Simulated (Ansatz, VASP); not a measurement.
# One calculation of As, two programs

```xyz
1
Lattice="1.3149 -2.6830 0.0000 1.3149 2.6830 0.0000 0.0000 0.0000 2.9543" Properties=species:S:1:pos:R:3 pbc="T T T"
As    1.3149    0.0000    0.0000
```

Alike in both runs: task relaxation of cell and atoms; functional PBE; k mesh 8 × 8 × 6; occupations gaussian, width 0.1 eV; no spin polarisation.

|  | VASP | Ansatz |
| --- | --- | --- |
| version | VASP 6.6.1 | Ansatz 0.2.0 |
| potentials or method | VASP PAW PBE potentials, release 64 (As_d), cutoff 510 eV | scalar-relativistic, plane waves, PAW |
| valence electrons in the cell | 15 | 15 |

```csv
,VASP,Ansatz,Ansatz less VASP
"gap on the k mesh at the Fermi level, each at its own relaxed structure (eV)",none,none,-
relaxed volume (Å³/atom),20.41,20.37,-0.041
relaxed length of the cell vector where the two differ most in proportion (Å),2.919,3.029,+0.1103
```

A gap of «none» marks a metal or a gap that the smearing closes.
